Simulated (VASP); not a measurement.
Ru: single point with LDA

Crystal: Ru.

```xyz
1
Lattice="0.0000 1.8737 1.8737 1.8737 0.0000 1.8737 1.8737 1.8737 0.0000" Properties=species:S:1:pos:R:3 pbc="T T T"
Ru    0.0000    0.0000    0.0000
```

```yaml
Program: VASP 6.6.1
Task: single point
Functional: LDA
Potentials_or_basis: VASP PAW LDA potentials, release 64 (Ru_pv)
Cutoff: 520 eV
k_mesh: 14 × 14 × 14
Occupations: fermi-dirac, width 0.1 eV
Spin: no spin polarisation
```

- Pressure: 1.0 GPa
- Band gap on the k mesh: zero (band 7 reaches 15.60 eV, above the bottom of band 8 at 11.95 eV)

Levels at points of the mesh, in eV from the Fermi level:
| k point | band 3 | band 4 | band 5 | band 6 | band 7 | band 8 | band 9 | band 10 | band 11 | band 12 |
| --- | --- | --- | --- | --- | --- | --- | --- | --- | --- | --- |
| (0.00, 0.00, 0.00) | -42.19 | -8.10 | -2.69 | -2.69 | -2.69 | -0.10 | -0.10 | 10.10 | 15.03 | 20.89 |
| (0.50, 0.00, 0.00) | -42.35 | -6.32 | -2.83 | -2.83 | 1.09 | 1.89 | 1.89 | 10.09 | 10.53 | 14.65 |
| (0.50, 0.50, 0.00) | -42.62 | -6.67 | -6.18 | 1.85 | 2.43 | 2.43 | 3.79 | 10.10 | 13.64 | 13.64 |

Wall time 10 s on 1 thread of Intel(R) Xeon(R) 6975P-C (Granite Rapids), with other jobs on the host, peak memory 0.13 GiB.
